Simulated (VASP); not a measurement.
A run of VASP 6.6.1 is set up as follows.

Contents of INCAR:

```
SYSTEM = KCl
ALGO = Normal ; EDIFF = 1E-6
ENCUT = 520 ; GGA = PE
ISIF = 2 ; ISMEAR = -1
LASPH = .TRUE. ; LCHARG = .TRUE.
LELF = .TRUE. ; LREAL = .FALSE.
LVHAR = .TRUE. ; LWAVE = .FALSE.
NBANDS = 15 ; NELM = 100
PREC = Accurate ; SIGMA = 0.03
```

KPOINTS

```
k-points
0
G
  7 7 7
  0 0 0
```

The input POSCAR:

```
KCl
1.0
    0.0000000000      3.2192220000      3.1561000000
    3.2192220000      0.0000000000      3.1561000000
    3.2192220000      3.2192220000      0.0000000000
K Cl
1 1
Direct
    0.0000000000      0.0000000000      0.0000000000
    0.5000000000      0.5000000000      0.5000000000
```

Potentials or basis: VASP PAW PBE potentials, release 64 (K_sv, Cl).

The run is started by

```console
$ cat potpaw_PBE.64/K_sv/POTCAR potpaw_PBE.64/Cl/POTCAR > POTCAR
$ mpirun -np 1 vasp_std > vasp.out
```

Q: What does it give for the pressure?

A: -0.1 GPa.

Q: What does it give for the band gap on the k mesh?

A: 5.02 eV, direct.

Stress tensor (GPa, compression positive):
```
-0.28  0.00  0.00
 0.00 -0.28  0.00
 0.00  0.00  0.33
```

Caveat: the cell differs from its parent crystal (equal xx and yy strain of +2 %). A k mesh can miss the band edges.
